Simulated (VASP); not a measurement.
Here is a VASP 6.6.1 calculation.

The input INCAR:

```
SYSTEM = Ru
PREC = Accurate
ENCUT = 500
EDIFF = 1E-7
ISMEAR = 0
SIGMA = 0.1
LREAL = .FALSE.
LASPH = .TRUE.
NELM = 120
ALGO = Normal
ISIF = 3
LWAVE = .FALSE.
LCHARG = .FALSE.
GGA = PE
IBRION = 2
NSW = 100
EDIFFG = -0.002
GGA_COMPAT = .FALSE.
NELMIN = 4
```

File KPOINTS:

```
regular mesh
0
G
  18 18 10
  0 0 0
```

POSCAR

```
Ru
1.0
    2.7078263400      0.0000000000      0.0000000000
   -1.3539131700      2.3450464000      0.0000000000
    0.0000000000      0.0000000000      4.2681017800
Ru
2
Direct
    0.3333333300      0.6666666700      0.2500000000
    0.6666666700      0.3333333300      0.7500000000
```

Potentials or basis: VASP PAW PBE potentials, release 64 (Ru_pv).

Run with:

```sh
$ cat potpaw_PBE.64/Ru_pv/POTCAR > POTCAR
$ mpirun -np 1 vasp_std > vasp.out
```

**Question.** What does it give for the space group after relaxing (to 0.05 Å)?

**Answer.** P6_3/mmc (No. 194).

**Question.** Predict the relaxed cell.

**Answer.** a = 2.720 Å, b = 2.720 Å, c = 4.297 Å, α = 90.00°, β = 90.00°, γ = 120.00°.

Step by step:
| step | energy change (eV) | largest force (eV/Å) | pressure (GPa) | volume (Å³) |
| --- | --- | --- | --- | --- |
| 1 | 0.0000 | 0.0000 | 5.05 | 27.10 |
| 2 | 0.0477 | 0.0000 | -12.84 | 28.81 |
| 3 | -0.0067 | 0.0000 | -0.11 | 27.53 |
| 4 | -0.0067 | 0.0000 | -0.01 | 27.53 |
| 5 | -0.0067 | 0.0000 | 0.02 | 27.52 |
| 6 | -0.0067 | 0.0000 | 0.01 | 27.52 |
